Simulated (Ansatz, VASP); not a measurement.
## V in VASP and in Ansatz

```
V
1.0
    -1.51300    1.51300    1.49787
     1.51300   -1.51300    1.49787
     1.51300    1.51300   -1.49787
V
1
Direct
  0.00000 0.00000 0.00000
```

Change from the starting cell: zz strain of -1 %, PAW files.

Alike in both runs: task electric field gradients; functional PBE; k mesh 19 × 19 × 19; occupations fermi-dirac, width 0.03 eV; collinear spin.

|  | VASP | Ansatz |
| --- | --- | --- |
| version | VASP 6.6.1 | Ansatz 0.2.0 |
| potentials or method | VASP PAW PBE potentials, release 64 (V_sv) | PAW with Ansatz's default frozen-core files, scalar-relativistic |
| plane-wave cutoff (eV) | 520 | 420 |
| valence electrons in the cell | 13 | 13 |

|  | VASP | Ansatz | Ansatz less VASP |
| --- | --- | --- | --- |
| pressure (GPa) | -3.2 | -3.4 | -0.21 |
| traceless stress, the component that is largest in VASP (GPa) | 0.83 | 0.83 | +0.001 |
| net moment per atom (μB) | 0.00 | 0.00 | 0.000 |
| size of Vzz on the site where it differs most (V/Å²) | 0.8 | 0.8 | 0.00 |

Ansatz's warnings: seeded moment not kept.
